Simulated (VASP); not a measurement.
# Pd (R-3m) in VASP: a series of runs

The runs below take Pd through single point, with PBEsol.

Program: VASP 6.6.1. These are calculated values, not measurements. Logs are shortened: lines on timing, memory, paths and dates and some standing lists are left out, and cuts for length are marked.

### Step 1. The cell of the first run

It takes space group R-3m (No. 166, trigonal). Conventional cell: a = 2.787 Å, b = 2.787 Å, c = 20.462 Å, α = 90.00°, β = 90.00°, γ = 120.00°. Pd (site symmetry -3m) has 12 Pd at 2.78 to 2.79 Å within 3.7 Å. Within 3.7 Å of Pd (site symmetry 3m) lie 12 Pd at 2.78 to 2.79 Å.

### Step 2. Single point, PBEsol

INCAR reads:

```
SYSTEM = Pd
PREC = Accurate ; ENCUT = 520
EDIFF = 1E-7 ; ISMEAR = 0
SIGMA = 0.1 ; LREAL = .FALSE.
LASPH = .TRUE. ; NELM = 80
ALGO = Normal ; ISIF = 2
LWAVE = .FALSE. ; LCHARG = .FALSE.
GGA = PS ; NBANDS = 22
```

KPOINTS reads:

```
regular mesh
0
G
  6 6 6
  0 0 0
```

POSCAR reads:

```
Pd
1.0
    1.3937257157      0.8046679171      6.8207604197
   -1.3937257157      0.8046679171      6.8207604197
    0.0000000000     -1.6093358343      6.8207604197
Pd
3
Direct
    0.0000000000      0.0000000000      0.0000000000
    0.7776871195      0.7776871195      0.7776871195
    0.2223128805      0.2223128805      0.2223128805
```

Potentials or basis: VASP PAW PBE potentials, release 64 (Pd).

Started as:

```bash
$ cat potpaw_PBE.64/Pd/POTCAR > POTCAR
$ mpirun -np 1 vasp_std > vasp.out
```

OUTCAR:

```text
SYSTEM = Pd
   PREC = Accurate
   ENCUT = 520
   EDIFF = 1E-7
   ISMEAR = 0
   LREAL = .FALSE.
   LASPH = .TRUE.
   NELM = 80
   ISIF = 2
   GGA = PS

 ion  position               nearest neighbor table
   1  0.000  0.000  0.000-   2 2.78   2 2.78   3 2.78   3 2.78   2 2.78   3 2.78
   2  0.778  0.778  0.778-   1 2.78   1 2.78   1 2.78   3 2.79   3 2.79   3 2.79
   3  0.222  0.222  0.222-   1 2.78   1 2.78   1 2.78   2 2.79   2 2.79   2 2.79

  LATTYP: Found a trigonal (rhomboedric) cell.
 ALAT       =     7.0080478402
 COS(alpha) =     0.9208974459

  Lattice vectors:

 A1 = (   1.3937257157,   0.8046679171,   6.8207604197)
 A2 = (  -1.3937257157,   0.8046679171,   6.8207604197)
 A3 = (   0.0000000000,  -1.6093358343,   6.8207604197)

Analysis of symmetry for initial positions (statically):
=====================================================================
 Subroutine PRICEL returns:
 Original cell was already a primitive cell.

 Routine SETGRP: Setting up the symmetry group for a
 trigonal (rhombohedral) supercell.

 Subroutine GETGRP returns: Found 12 space group operations
 (whereof 12 operations were pure point group operations)
 out of a pool of 12 trial point group operations.

The static configuration has the point symmetry D_3d.

Analysis of symmetry for dynamics (positions and initial velocities):
=====================================================================
 Subroutine PRICEL returns:
 Original cell was already a primitive cell.

 Routine SETGRP: Setting up the symmetry group for a
 trigonal (rhombohedral) supercell.

 Subroutine GETGRP returns: Found 12 space group operations
 (whereof 12 operations were pure point group operations)
 out of a pool of 12 trial point group operations.

The dynamic configuration has the point symmetry D_3d.

 Subroutine INISYM returns: Found 12 space group operations
 (whereof 12 operations are pure point group operations),
 and found     1 'primitive' translations

----------------------------------------------------------------------------------------

                                     Primitive cell

  volume of cell :      45.8963

  direct lattice vectors                    reciprocal lattice vectors
     1.393725716  0.804667917  6.820760420     0.358750645  0.207124782  0.048870406
    -1.393725716  0.804667917  6.820760420    -0.358750645  0.207124782  0.048870406
     0.000000000 -1.609335834  6.820760420     0.000000000 -0.414249563  0.048870406

  length of vectors
     7.008047840  7.008047840  7.008047840     0.417122305  0.417122305  0.417122305

  position of ions in fractional coordinates (direct lattice)
     0.000000000  0.000000000  0.000000000
     0.777687120  0.777687120  0.777687120
     0.222312880  0.222312880  0.222312880

  ion indices of the primitive-cell ions
   primitive index   ion index
                 1           1
                 2           2
                 3           3

----------------------------------------------------------------------------------------

 KPOINTS: regular mesh

Automatic generation of k-mesh.
 Grid dimensions read from file:
 generate k-points for:    6    6    6

 Generating k-lattice:

  Cartesian coordinates                     Fractional coordinates (reciprocal lattice)
     0.059791774  0.034520797  0.008145068     0.166666667  0.000000000  0.000000000
    -0.059791774  0.034520797  0.008145068     0.000000000  0.166666667  0.000000000
     0.000000000 -0.069041594  0.008145068     0.000000000  0.000000000  0.166666667

  Length of vectors
     0.069520384  0.069520384  0.069520384

  Shift w.r.t. Gamma in fractional coordinates (k-lattice)
     0.000000000  0.000000000  0.000000000

 Subroutine IBZKPT returns following result:
 ===========================================

 Found     32 irreducible k-points:

 Following reciprocal coordinates:
            Coordinates               Weight
  0.000000  0.000000  0.000000      1.000000
  0.166667 -0.000000  0.000000      6.000000
  0.333333 -0.000000  0.000000      6.000000
  0.500000  0.000000  0.000000      3.000000
  0.166667  0.166667  0.000000      6.000000
  0.333333  0.166667  0.000000     12.000000
[... 16 lines left out ...]
  0.500000  0.500000  0.166667      6.000000
 -0.333333  0.500000  0.166667     12.000000
 [... further k-points ...]
   k-points           NKPTS =     32   k-points in BZ     NKDIM =     32   number of bands    NBANDS=     22
   number of dos      NEDOS =    301   number of ions     NIONS =      3
   total plane-waves  NPLWV = 157464
   dimension x,y,z NGX =    54 NGY =   54 NGZ =   54
   dimension x,y,z NGXF=   108 NGYF=  108 NGZF=  108
   ions per type =               3
   NGX,Y,Z   is equivalent  to a cutoff of  12.81, 12.81, 12.81 a.u.
   NGXF,Y,Z  is equivalent  to a cutoff of  25.62, 25.62, 25.62 a.u.
 SYSTEM =  Pd
   PREC   = accura    normal or accurate (medium, high low for compatibility)
   ISTART =      0    job   : 0-new  1-cont  2-samecut
   ICHARG =      2    charge: 1-file 2-atom 10-const
   ISPIN  =      1    spin polarized calculation?
   LNONCOLLINEAR =      F non collinear calculations
   LSORBIT =      F    spin-orbit coupling
   LASPH  =      T    aspherical Exc in radial PAW
   ENCUT  =  520.0 eV  38.22 Ry    6.18 a.u.  13.03 13.03 13.03*2*pi/ulx,y,z
   NELM   =     80;   NELMIN=  2; NELMDL= -5     # of ELM steps
   EDIFF  = 0.1E-06   stopping-criterion for ELM
   LREAL  =      F    real-space projection
   EDIFFG = 0.1E-05   stopping-criterion for IOM
   NSW    =      0    number of steps for IOM
   IBRION =     -1    ionic relax: 0-MD 1-quasi-New 2-CG
   NFREE  =      0    steps in history (QN), initial steepest desc. (CG)
   ISIF   =      2    stress and relaxation
   ISYM   =      2    0-nonsym 1-usesym 2-fastsym
   POTIM  = 0.5000    time-step for ionic-motion
   TEBEG  =    0.0;   TEEND  =   0.0 temperature during run
   PSTRESS=    0.0 pullay stress
   NELECT =      30.0000    total number of electrons
   NUPDOWN=      -1.0000    fix difference up-down
   EMIN   =  10.00;   EMAX   =-10.00  energy-range for DOS
   EFERMI =   0.00;   METHOD = LEGACY
   ISMEAR =     0;   SIGMA  =   0.10  broadening in eV -4-tet -1-fermi 0-gaus
   EFERMI_NEDOS =   21; number of points for ismear=-14 and -15
   IALGO  =     38    algorithm
   IMIX   =      4    mixing-type and parameters
     AMIX     =   0.40;   BMIX     =  1.00
     AMIX_MAG =   1.60;   BMIX_MAG =  1.00
  volume/ion in A,a.u.               =      15.30       103.24
  Fermi-wavevector in a.u.,A,eV,Ry     =   1.420766  2.684859 27.464396  2.018576
  Thomas-Fermi vector in A             =   2.541647
   LORBIT       =      0    0 simple, 1 ext, 2 COOP (PROOUT), +10 PAW based schemes
   GGA     = PS    functional components
   LHFCALC =     F    Hartree Fock is set to
   AEXX    =    0.0000 exact exchange contribution
   IVDW    =     0    specifies the selected vdW correction
   LEPSILON=     F    determine dielectric tensor
   LRPA    =     F    only Hartree local field effects (RPA)
 non-spin polarized calculation
 Gauss-broadening in eV      SIGMA  =   0.10
  energy-cutoff  :      520.00
  volume of cell :       45.90
 maximum number of plane-waves:      1248
 NGX is ok and might be reduce to    54
   NGX = 27   NGY = 27   NGZ = 27

 number of electron      29.9999995 magnetization

 Free energy of the ion-electron system (eV)
  ---------------------------------------------------
  ext. energy  EPLUGINS =         0.00000000
  ---------------------------------------------------
  free energy    TOTEN  =       -17.80800361 eV

  energy without entropy =      -17.77798647  energy(sigma->0) =      -17.79299504

 E-fermi :   8.9866     XC(G=0): -13.1591

 val. band max:        8.9848667733   @ k =   0.3333   0.3333   0.0000
 cond. band min:       9.0002535289   @ k =  -0.3333   0.3333   0.3333
 fundamental gap:      0.0153867557
 Fermi energy:         8.9865949782

 k-point     1 :       0.0000    0.0000    0.0000
  band No.  band energies     occupation
      1       2.0558      2.00000
      2       4.0195      2.00000
      3       4.0342      2.00000
      4       6.2693      2.00000
      5       6.2693      2.00000
      6       6.3058      2.00000
[... 14 lines left out ...]
     21      25.7613      0.00000
     22      26.2480      0.00000

 k-point     2 :       0.1667   -0.0000    0.0000
  band No.  band energies     occupation
      1       2.8840      2.00000
      2       4.6054      2.00000
      3       4.6658      2.00000
      4       5.6454      2.00000
      5       5.8387      2.00000
      6       6.0409      2.00000
[... 14 lines left out ...]
     21      24.5393      0.00000
     22      25.3898      0.00000

 k-point     3 :       0.3333   -0.0000    0.0000
  band No.  band energies     occupation
      1       4.1030      2.00000
      2       4.4733      2.00000
      3       4.6987      2.00000
      4       4.9396      2.00000
      5       5.1320      2.00000
      6       6.3727      2.00000
[... 14 lines left out ...]
     21      21.5410      0.00000
     22      22.3323      0.00000

 k-point     4 :       0.5000    0.0000    0.0000
  band No.  band energies     occupation
      1       3.9151      2.00000
      2       4.3097      2.00000
      3       4.3386      2.00000
      4       4.7754      2.00000
      5       4.7904      2.00000
      6       6.2720      2.00000
[... 14 lines left out ...]
     21      18.3625      0.00000
     22      22.9241      0.00000

 k-point     5 :       0.1667    0.1667    0.0000
  band No.  band energies     occupation
      1       2.9201      2.00000
      2       4.5553      2.00000
      3       4.6669      2.00000
      4       5.6915      2.00000
      5       5.8433      2.00000
      6       6.0410      2.00000
[... 417 lines left out ...]
 k-point    22 :      -0.1667    0.3333    0.1667
  band No.  band energies     occupation
      1       4.4466      2.00000
      2       4.5631      2.00000
      3       4.7239      2.00000
      4       5.2930      2.00000
      5       5.3939      2.00000
      6       5.8708      2.00000
[... 14 lines left out ...]
     21      19.6398      0.00000
     22      21.5297      0.00000

 k-point    23 :       0.5000    0.5000    0.1667
  band No.  band energies     occupation
      1       4.1603      2.00000
      2       4.2850      2.00000
      3       4.5238      2.00000
      4       5.0938      2.00000
      5       5.7151      2.00000
      6       5.7873      2.00000
[... 14 lines left out ...]
     21      20.4083      0.00000
     22      23.5297      0.00000

 k-point    24 :      -0.3333    0.5000    0.1667
  band No.  band energies     occupation
      1       4.3836      2.00000
      2       4.6456      2.00000
      3       4.6868      2.00000
      4       5.0656      2.00000
      5       5.5916      2.00000
      6       5.8598      2.00000
[... 14 lines left out ...]
     21      19.4104      0.00000
     22      19.4250      0.00000

 [... further k-points ...]

------------------------ aborting loop because EDIFF is reached ----------------------------------------

  FORCE on cell =-STRESS in cart. coord.  units (eV):
  Direction    XX          YY          ZZ          XY          YZ          ZX
  --------------------------------------------------------------------------------------
  -------------------------------------------------------------------------------------
  Total       -2.9836371     -2.9836371     -2.1723049      0.0000000      0.0000000     -0.0000000
  in kB     -104.1546210   -104.1546210    -75.8321397      0.0000000      0.0000000     -0.0000000
  external PRESSURE =     -94.7137939 kB  Pullay stress =       0.0000000 kB

 VOLUME and BASIS-vectors are now :
 -----------------------------------------------------------------------------
  energy-cutoff  :      520.00
  volume of cell :       45.90
      direct lattice vectors                 reciprocal lattice vectors
     1.393725716  0.804667917  6.820760420     0.358750645  0.207124782  0.048870406
    -1.393725716  0.804667917  6.820760420    -0.358750645  0.207124782  0.048870406
     0.000000000 -1.609335834  6.820760420     0.000000000 -0.414249563  0.048870406

 POSITION                                       TOTAL-FORCE (eV/Angst)
 -----------------------------------------------------------------------------------
      0.00000      0.00000      0.00000         0.000000     -0.000000     -0.000000
      0.00000     -0.00000     15.91325         0.000000      0.000000     -0.049577
      0.00000     -0.00000      4.54903         0.000000     -0.000000      0.049577
 -----------------------------------------------------------------------------------
    total drift:                               -0.000000      0.000000     -0.000000

  FREE ENERGIE OF THE ION-ELECTRON SYSTEM (eV)
  ---------------------------------------------------
  free  energy   TOTEN  =       -17.8080036065 eV

  energy  without entropy=      -17.7779864734  energy(sigma->0) =      -17.79299504
```

Wall time 1.9 min (1 thread of Intel Xeon Platinum 8488C (Sapphire Rapids), shared host); peak memory 0.37 GiB.

What came out:

- Free energy: -17.8080 eV
- Pressure: -9.5 GPa
- Largest force: 0.050 eV/Å
- Band gap on the k mesh: zero (bands 15 and 16 overlap by 0.97 eV)

Forces in eV/Å, atoms in the order of the input:
```
Pd   0.000  0.000  0.000
Pd   0.000  0.000 -0.050
Pd   0.000  0.000  0.050
```

Caveat: the k points lie up to 0.44 Å⁻¹ apart, too coarse for converged energies and pressures of a metal; the PAW data sets were made with another functional, which shifts forces and pressure a little.

### Step 3. Single point, PBEsol

This run uses another cell than the first one, of 14.57 Å³/atom.

INCAR reads:

```
SYSTEM = Pd
  PREC = Accurate
  ENCUT = 520
  EDIFF = 1E-7
  ISMEAR = 0
  SIGMA = 0.1
  LREAL = .False.
  LASPH = .True.
  NELM = 100
  ALGO = Fast
  ISIF = 2
  LWAVE = .False.
  LCHARG = .False.
  GGA = PS
  NBANDS = 22
```

KPOINTS reads:

```
regular mesh
0
Gamma
  12 12 12
  0 0 0
```

POSCAR reads:

```
Pd
1.0
    1.3661418973      0.7887423922      6.7613454238
   -1.3661418973      0.7887423922      6.7613454238
    0.0000000000     -1.5774847844      6.7613454238
Pd
3
Direct
    0.0000000000      0.0000000000      0.0000000000
    0.7775670214      0.7775670214      0.7775670214
    0.2224329786      0.2224329786      0.2224329786
```

Potentials or basis: VASP PAW PBE potentials, release 64 (Pd).

Started as:

```bash
$ cat potpaw_PBE.64/Pd/POTCAR > POTCAR
$ mpirun -np 1 vasp_std > vasp.out
```

Run time: 12 min. Hardware: 1 thread of Intel Xeon Platinum 8488C (Sapphire Rapids), shared host; peak memory 0.48 GiB.

The run converged. Its results:

```yaml
Free_energy: -17.8392 eV
Pressure: -0.1 GPa
Band_gap_on_the_k_mesh: zero (bands 15 and 16 overlap by 1.21 eV)
```

Forces in eV/Å, atoms in the order of the input:
```
Pd   0.000  0.000  0.000
Pd   0.000  0.000  0.002
Pd   0.000  0.000 -0.002
```

Stress tensor (GPa, compression positive):
```
-0.21  0.00  0.00
 0.00 -0.21  0.00
 0.00  0.00  0.07
```

Levels at points of the mesh, in eV from the Fermi level:
```tsv
k point	band 13	band 14	band 15	band 16	band 17	band 18
(0.00, 0.00, 0.00)	-1.58	-1.58	-0.60	-0.60	-0.39	-0.39
(0.50, 0.00, 0.00)	0.13	0.16	0.18	1.73	3.35	3.99
(0.50, 0.50, 0.00)	0.12	0.12	0.23	1.72	2.95	4.29
(0.50, 0.50, 0.50)	-1.31	-1.07	-1.07	-0.16	-0.16	0.80
```

Caveat: the PAW data sets were made with another functional, which shifts forces and pressure a little.
